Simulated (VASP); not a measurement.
Runs of VASP 6.6.1 on LaAgS2. The structure is that of space group P4/mmm (No. 123), or close to it. The cells are those of the table. 

```tsv
level	cell	gap on the mesh (eV)	pressure (GPa)
PBE	a = 4.034, b = 4.034, c = 5.684 Å, 4 atoms	none	2.2
PBE	a = 4.246, b = 4.246, c = 5.605 Å, 4 atoms	none	-2.8
r2SCAN	a = 4.246, b = 4.246, c = 5.605 Å, 4 atoms	(a)	-3.2
r2SCAN	a = 4.034, b = 4.034, c = 5.684 Å, 4 atoms	none	(b)
```

Alike in all rows: task single point; potentials or basis VASP PAW PBE potentials, release 64 (Ag, S, La); no spin polarisation; k mesh 6 × 6 × 6; cutoff (eV) 520; smearing fermi-dirac 0.02 eV.

Fill in the values left out.

(a) 0.11; (b) 2.0.

Caveats: spin-orbit coupling is left out, which moves the levels of the heavy elements; the PAW data sets were made with another functional, which shifts forces and pressure a little (some runs).

A k mesh can miss the band edges, and the runs leave out spin-orbit coupling on Ag, La.

A gap of «none» marks levels without a gap at the run's occupations.
